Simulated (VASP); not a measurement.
Crystal: Co.

```xyz
2
Lattice="2.4720 0.0000 0.0000 -1.2360 2.1408 0.0000 0.0000 0.0000 4.0211" Properties=species:S:1:pos:R:3 pbc="T T T"
Co    1.2360    0.7136    3.0159
Co    0.0000    1.4272    1.0053
```

Base run:

| Item | Value |
| --- | --- |
| Program | VASP 6.6.1 |
| Functional | PBE |
| Potentials or basis | VASP PAW PBE potentials, release 64 (Co) |
| Cutoff | 520 eV |
| k mesh | 12 × 12 × 7 |
| Occupations | gaussian, width 0.026 eV |
| Spin | collinear spin, ferromagnetic start |
| Starting moments | [2.0, 2.0] μB |

Its results: pressure 4.0 GPa; net moment 3.21 μB per cell; site moments Co +1.62 μB.

Task: The run is repeated on the same cell with these changes: functional from PBE to BLYP; occupations from gaussian, width 0.026 eV to fermi-dirac, width 0.05 eV. What comes out?

Result: Pressure 13.5 GPa; net moment 3.11 μB per cell; site moments Co +1.56 μB.

Caveats: the PAW data sets were made with another functional, which shifts forces and pressure a little (some runs).
